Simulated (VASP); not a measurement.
# TbBeC (P-6m2) in VASP: single point with PBE

Aim: the single point of TbBeC with PBE.

Everything below comes from runs of VASP 6.6.1. Logs are shortened: lines on timing, memory, paths and dates and some standing lists are left out, and cuts for length are marked.

### Step 1. The cell of the first run

Symmetry: P-6m2, No. 187, hexagonal system. Conventional cell: a = 3.364 Å, b = 3.364 Å, c = 3.824 Å, α = 90.00°, β = 90.00°, γ = 120.00°. Within 3.6 Å of Tb (site symmetry -6m2) lie 6 Be at 2.73 Å and 6 C at 2.73 Å and 6 Tb at 3.36 Å. Within 2.6 Å of Be (site symmetry -6m2) lie 3 C at 1.94 Å. Within 2.6 Å of C (site symmetry -6m2) lie 3 Be at 1.94 Å.

### Step 2. Single point, PBE

Input file POSCAR:

```
TbBeC
1.0
    3.3638751743      0.0000000000      0.0000000000
   -1.6819375871      2.9132013561      0.0000000000
    0.0000000000      0.0000000000      3.8244879128
Tb Be C
1 1 1
Direct
    0.6666666667      0.3333333333      0.0000000000
    0.0000000000      0.0000000000      0.5000000000
    0.3333333333      0.6666666667      0.5000000000
```

Input file INCAR.step1:

```
PREC = Accurate
ENCUT = 520
EDIFF = 1E-6
ISMEAR = 0
SIGMA = 0.1
LREAL = F
LASPH = T
NELM = 200
ALGO = Normal
ISIF = 2
LWAVE = F
LCHARG = T
LMAXMIX = 6
GGA = PE
NBANDS = 14
GGA_COMPAT = F
NEDOS = 2001
LORBIT = 11
```

Input file KPOINTS.step1:

```
Automatic mesh
0
Gamma
  18 18 12
```

Input file INCAR.step2:

```
PREC = Accurate
ENCUT = 520
EDIFF = 1E-6
ISMEAR = -5
SIGMA = 0.1
LREAL = F
LASPH = T
NELM = 200
ALGO = Normal
ISIF = 2
LWAVE = F
LCHARG = F
LMAXMIX = 6
GGA = PE
LORBIT = 10
NBANDS = 14
NEDOS = 2001
ICHARG = 11
GGA_COMPAT = F
```

Input file KPOINTS.step2:

```
Automatic mesh
0
Gamma
  27 27 18
```

Potentials or basis: VASP PAW PBE potentials, release 64 (Tb_3, Be, C), 4f in core.

Run with:

```sh
$ cat potpaw_PBE.64/Tb_3/POTCAR potpaw_PBE.64/Be/POTCAR potpaw_PBE.64/C/POTCAR > POTCAR
$ cp INCAR.step1 INCAR
$ cp KPOINTS.step1 KPOINTS
$ mpirun -np 1 vasp_std > vasp.out
$ cp INCAR.step2 INCAR
$ cp KPOINTS.step2 KPOINTS
$ mpirun -np 1 vasp_std > vasp.out
```

OUTCAR:

```text
PREC = Accurate
   ENCUT = 520
   EDIFF = 1E-6
   ISMEAR = -5
   LREAL = F
   LASPH = T
   NELM = 200
   ISIF = 2
   GGA = PE
   LORBIT = 10
   ICHARG = 11

 ion  position               nearest neighbor table
   1  0.667  0.333  0.000-   2 2.73   2 2.73   3 2.73   3 2.73   3 2.73   3 2.73   2 2.73   2 2.73
                             2 2.73   2 2.73   3 2.73   3 2.73
   2  0.000  0.000  0.500-   3 1.94   3 1.94   3 1.94   1 2.73   1 2.73   1 2.73   1 2.73   1 2.73
                             1 2.73
   3  0.333  0.667  0.500-   2 1.94   2 1.94   2 1.94   1 2.73   1 2.73   1 2.73   1 2.73   1 2.73
                             1 2.73

  LATTYP: Found a hexagonal cell.
 ALAT       =     3.3638751743
 C/A-ratio  =     1.1369292006

  Lattice vectors:

 A1 = (   3.3638751743,   0.0000000000,   0.0000000000)
 A2 = (  -1.6819375871,   2.9132013561,   0.0000000000)
 A3 = (   0.0000000000,   0.0000000000,   3.8244879128)

Analysis of symmetry for initial positions (statically):
=====================================================================
 Subroutine PRICEL returns:
 Original cell was already a primitive cell.

 Routine SETGRP: Setting up the symmetry group for a
 hexagonal supercell.

 Subroutine GETGRP returns: Found 12 space group operations
 (whereof 12 operations were pure point group operations)
 out of a pool of 24 trial point group operations.

The static configuration has the point symmetry D_3h.

Analysis of symmetry for dynamics (positions and initial velocities):
=====================================================================
 Subroutine PRICEL returns:
 Original cell was already a primitive cell.

 Routine SETGRP: Setting up the symmetry group for a
 hexagonal supercell.

 Subroutine GETGRP returns: Found 12 space group operations
 (whereof 12 operations were pure point group operations)
 out of a pool of 24 trial point group operations.

The dynamic configuration has the point symmetry D_3h.

 Subroutine INISYM returns: Found 12 space group operations
 (whereof 12 operations are pure point group operations),
 and found     1 'primitive' translations

----------------------------------------------------------------------------------------

                                     Primitive cell

  volume of cell :      37.4786

  direct lattice vectors                    reciprocal lattice vectors
     3.363875174  0.000000000  0.000000000     0.297276191  0.171632489  0.000000000
    -1.681937587  2.913201356  0.000000000     0.000000000  0.343264978  0.000000000
     0.000000000  0.000000000  3.824487913     0.000000000  0.000000000  0.261472914

  length of vectors
     3.363875174  3.363875174  3.824487913     0.343264978  0.343264978  0.261472914

  position of ions in fractional coordinates (direct lattice)
     0.666666667  0.333333333  0.000000000
     0.000000000  0.000000000  0.500000000
     0.333333333  0.666666667  0.500000000

  ion indices of the primitive-cell ions
   primitive index   ion index
                 1           1
                 2           2
                 3           3

----------------------------------------------------------------------------------------

 KPOINTS: Automatic mesh

Automatic generation of k-mesh.
 Grid dimensions read from file:
 generate k-points for:   27   27   18

 Generating k-lattice:

  Cartesian coordinates                     Fractional coordinates (reciprocal lattice)
     0.011010229  0.006356759  0.000000000     0.037037037  0.000000000  0.000000000
     0.000000000  0.012713518  0.000000000     0.000000000  0.037037037  0.000000000
     0.000000000  0.000000000  0.014526273     0.000000000  0.000000000  0.055555556

  Length of vectors
     0.012713518  0.012713518  0.014526273

  Shift w.r.t. Gamma in fractional coordinates (k-lattice)
     0.000000000  0.000000000  0.000000000

 TETIRR: Found  13302 inequivalent tetrahedra from    78732

 Subroutine IBZKPT returns following result:
 ===========================================

 Found    750 irreducible k-points:

 Following reciprocal coordinates:
            Coordinates               Weight
  0.000000  0.000000  0.000000      1.000000
  0.037037 -0.000000  0.000000      6.000000
  0.074074 -0.000000  0.000000      6.000000
  0.111111 -0.000000  0.000000      6.000000
  0.148148  0.000000  0.000000      6.000000
  0.185185 -0.000000  0.000000      6.000000
[... 16 lines left out ...]
  0.333333  0.037037  0.000000     12.000000
  0.370370  0.037037  0.000000     12.000000
 [... further k-points ...]
   k-points           NKPTS =    750   k-points in BZ     NKDIM =    750   number of bands    NBANDS=     14
   number of dos      NEDOS =   2001   number of ions     NIONS =      3
   total plane-waves  NPLWV =  21952
   dimension x,y,z NGX =    28 NGY =   28 NGZ =   28
   dimension x,y,z NGXF=    56 NGYF=   56 NGZF=   56
   ions per type =               1   1   1
   NGX,Y,Z   is equivalent  to a cutoff of  13.84, 13.84, 12.17 a.u.
   NGXF,Y,Z  is equivalent  to a cutoff of  27.68, 27.68, 24.34 a.u.
 SYSTEM =  unknown system
   PREC   = accura    normal or accurate (medium, high low for compatibility)
   ISTART =      0    job   : 0-new  1-cont  2-samecut
   ICHARG =     11    charge: 1-file 2-atom 10-const
   ISPIN  =      1    spin polarized calculation?
   LNONCOLLINEAR =      F non collinear calculations
   LSORBIT =      F    spin-orbit coupling
   LASPH  =      T    aspherical Exc in radial PAW
   ENCUT  =  520.0 eV  38.22 Ry    6.18 a.u.   6.25  6.25  7.11*2*pi/ulx,y,z
   NELM   =    200;   NELMIN=  2; NELMDL=  0     # of ELM steps
   EDIFF  = 0.1E-05   stopping-criterion for ELM
   LREAL  =      F    real-space projection
   EDIFFG = 0.1E-04   stopping-criterion for IOM
   NSW    =      0    number of steps for IOM
   IBRION =     -1    ionic relax: 0-MD 1-quasi-New 2-CG
   NFREE  =      0    steps in history (QN), initial steepest desc. (CG)
   ISIF   =      2    stress and relaxation
   ISYM   =      2    0-nonsym 1-usesym 2-fastsym
   POTIM  = 0.5000    time-step for ionic-motion
   TEBEG  =    0.0;   TEEND  =   0.0 temperature during run
   PSTRESS=    0.0 pullay stress
   NELECT =      15.0000    total number of electrons
   NUPDOWN=      -1.0000    fix difference up-down
   EMIN   =  10.00;   EMAX   =-10.00  energy-range for DOS
   EFERMI =   0.00;   METHOD = LEGACY
   ISMEAR =    -5;   SIGMA  =   0.10  broadening in eV -4-tet -1-fermi 0-gaus
   EFERMI_NEDOS =   21; number of points for ismear=-14 and -15
   IALGO  =     38    algorithm
   IMIX   =      4    mixing-type and parameters
     AMIX     =   0.40;   BMIX     =  1.00
     AMIX_MAG =   1.60;   BMIX_MAG =  1.00
  volume/ion in A,a.u.               =      12.49        84.31
  Fermi-wavevector in a.u.,A,eV,Ry     =   1.206454  2.279867 19.803698  1.455531
  Thomas-Fermi vector in A             =   2.342121
   LORBIT       =     10    0 simple, 1 ext, 2 COOP (PROOUT), +10 PAW based schemes
   GGA     = PE    functional components
   LHFCALC =     F    Hartree Fock is set to
   AEXX    =    0.0000 exact exchange contribution
   IVDW    =     0    specifies the selected vdW correction
   LEPSILON=     F    determine dielectric tensor
   LRPA    =     F    only Hartree local field effects (RPA)
 non-spin polarized calculation
 Fermi weights with tetrahedron method with Bloechl corrections
  energy-cutoff  :      520.00
  volume of cell :       37.48
 maximum number of plane-waves:      1026
 NGX is ok and might be reduce to    28

 number of electron      15.0000000 magnetization

 Free energy of the ion-electron system (eV)
  ---------------------------------------------------
  ext. energy  EPLUGINS =         0.00000000
  ---------------------------------------------------
  free energy    TOTEN  =       -18.23246905 eV

  energy without entropy =      -18.23246905  energy(sigma->0) =      -18.23246905

 E-fermi :   5.1471     XC(G=0): -11.4234

 val. band max:        5.1534234084   @ k =   0.3333   0.3333   0.3333
 cond. band min:       5.1388793614   @ k =   0.1481   0.0741   0.0556
 fundamental gap:     -0.0145440469
 Fermi energy:         5.1471145290

 k-point     1 :       0.0000    0.0000    0.0000
  band No.  band energies     occupation
      1     -16.3198      2.00000
      2     -15.8199      2.00000
      3     -15.8199      2.00000
      4      -6.1459      2.00000
      5       4.0160      2.00000
      6       4.0160      2.00000
      7       4.0532      2.00000
      8       4.1481      2.00000
      9       8.6939      0.00000
     10       9.6871      0.00000
     11       9.6871      0.00000
     12      11.0108      0.00000
     13      11.0108      0.00000
     14      13.0137      0.00000

 k-point     2 :       0.0370   -0.0000    0.0000
  band No.  band energies     occupation
      1     -16.3172      2.00000
      2     -15.8362      2.00000
      3     -15.8232      2.00000
      4      -6.1239      2.00000
      5       3.9094      2.00000
      6       4.0150      2.00000
      7       4.0315      2.00000
      8       4.2080      2.00000
      9       8.7607      0.00000
     10       9.6133      0.00000
     11       9.6872      0.00000
     12      10.9887      0.00000
     13      11.0163      0.00000
     14      13.0869      0.00000
[... 343 lines left out ...]
      1     -16.6957      2.00000
      2     -16.1589      2.00000
      3     -16.0235      2.00000
      4      -4.6805      2.00000
      5       0.6898      2.00000
      6       3.0342      2.00000
      7       3.6305      2.00000
      8       5.0096      1.99926
      9       8.6543      0.00000
     10       9.3556      0.00000
     11      10.2085      0.00000
     12      11.0250      0.00000
     13      11.5993      0.00000
     14      15.4188      0.00000

 k-point    24 :       0.3704    0.0370    0.0000
  band No.  band energies     occupation
      1     -16.7784      2.00000
      2     -16.1417      2.00000
      3     -16.0443      2.00000
      4      -4.4867      2.00000
      5       0.3889      2.00000
      6       2.9496      2.00000
      7       3.5712      2.00000
      8       4.8890      2.09055
      9       8.4251      0.00000
     10       9.9289      0.00000
     11      10.1116      0.00000
     12      11.1714      0.00000
     13      12.0167      0.00000
     14      15.4810      0.00000

 [... further k-points ...]

------------------------ aborting loop because EDIFF is reached ----------------------------------------

  FORCE on cell =-STRESS in cart. coord.  units (eV):
  Direction    XX          YY          ZZ          XY          YZ          ZX
  --------------------------------------------------------------------------------------
  -------------------------------------------------------------------------------------
  Total        0.1371063      0.1371063      0.0938584      0.0000000      0.0000000     -0.0000000
  in kB        5.8611711      5.8611711      4.0123600      0.0000000      0.0000000     -0.0000000
  external PRESSURE =       5.2449008 kB  Pullay stress =       0.0000000 kB

 VOLUME and BASIS-vectors are now :
 -----------------------------------------------------------------------------
  energy-cutoff  :      520.00
  volume of cell :       37.48
      direct lattice vectors                 reciprocal lattice vectors
     3.363875174  0.000000000  0.000000000     0.297276191  0.171632489  0.000000000
    -1.681937587  2.913201356  0.000000000     0.000000000  0.343264978  0.000000000
     0.000000000  0.000000000  3.824487913     0.000000000  0.000000000  0.261472914

 POSITION                                       TOTAL-FORCE (eV/Angst)
 -----------------------------------------------------------------------------------
      1.68194      0.97107      0.00000         0.000000      0.000000      0.000000
      0.00000      0.00000      1.91224         0.000000      0.000000      0.000000
     -0.00000      1.94213      1.91224        -0.000000      0.000000      0.000000
 -----------------------------------------------------------------------------------
    total drift:                               -0.000316      0.000183     -0.000000

  FREE ENERGIE OF THE ION-ELECTRON SYSTEM (eV)
  ---------------------------------------------------
  free  energy   TOTEN  =       -18.2324690546 eV

  energy  without entropy=      -18.2324690546  energy(sigma->0) =      -18.23246905

 total charge

# of ion       s       p       d       tot
------------------------------------------
    1        0.315   6.678   1.414   8.407
    2        0.439   0.752   0.000   1.190
    3        0.832   1.441   0.000   2.273
--------------------------------------------------
tot          1.586   8.870   1.414  11.870
```

It took 3.4 min on 1 thread of AMD EPYC 9R45 (Zen 5), shared host; peak memory 0.53 GiB.

Results:

* Valence electrons inside the program's atomic spheres: Tb 8.41; Be 1.19; C 2.27

Caveat: spin-orbit coupling is left out, which moves the levels of the heavy elements; the 4f electrons are frozen in the core, so they carry no moment and show no levels. Spin polarisation is off, so any magnetic state and its effect on volume and gap are missing.
